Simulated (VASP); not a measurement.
Wanted: the native input for a VASP 6.6.1 run.

```yaml
Task: single point
Functional: PBEsol
Potentials_or_basis: VASP PAW PBE potentials, release 64 (B, N)
Cutoff: 520 eV
k_mesh: 12 × 12 × 12
Occupations: gaussian, width 0.05 eV
Spin: no spin polarisation
Dipole_correction: no
Further_INCAR_settings: ALGO = Normal; EDIFF = 1e-06; NBANDS = 11
```

The structure of BN lies in POSCAR:

```
BN
1.0
    0.0000000000      3.5432028194      2.1079367140
    1.2687798761      0.0000000000      2.1079367140
    1.2687798761      3.5432028194      0.0000000000
B N
1 1
Direct
    0.0000486500      0.0000486500      0.9999513500
    0.6666513400      0.6666513400      0.3333486600
```

This cell differs from its parent crystal: ratio of the length along z to the lengths across it x 0.96, volume and fractional coordinates fixed.

One way to write it, as run:

INCAR

```
SYSTEM = BN
PREC     = Accurate       ! precision mode
ENCUT    = 520            ! plane-wave cutoff, eV
EDIFF    = 1E-6           ! SCF threshold, eV
ISMEAR   = 0              ! smearing method
SIGMA    = 0.05           ! smearing width, eV
LREAL    = .False.        ! projectors in reciprocal space
LASPH    = .True.         ! aspherical terms in the spheres
NELM     = 100            ! most SCF steps
ALGO     = Normal         ! electronic algorithm
ISIF     = 2              ! what is computed and relaxed
LWAVE    = .False.        ! write WAVECAR
LCHARG   = .False.        ! write CHGCAR
GGA      = PS             ! functional
NBANDS   = 11             ! bands
```

KPOINTS

```
Automatic mesh
0
Gamma
  12 12 12
  0 0 0
```

Potentials or basis: VASP PAW PBE potentials, release 64 (B, N).

The run is started by

```sh
$ cat potpaw_PBE.64/B/POTCAR potpaw_PBE.64/N/POTCAR > POTCAR
$ mpirun -np 1 vasp_std > vasp.out
```

Results of the run:

The pressure is 5.9 GPa, the largest force is 0.672 eV/Å and the band gap on the k mesh is 3.99 eV (least direct gap 4.54 eV).

Caveat: the cell stands under pressure; the PAW data sets were made with another functional, which shifts forces and pressure a little.

Run time: 68 s on 1 thread of Intel Xeon 8259CL, on a shared host, peak memory 0.18 GiB.
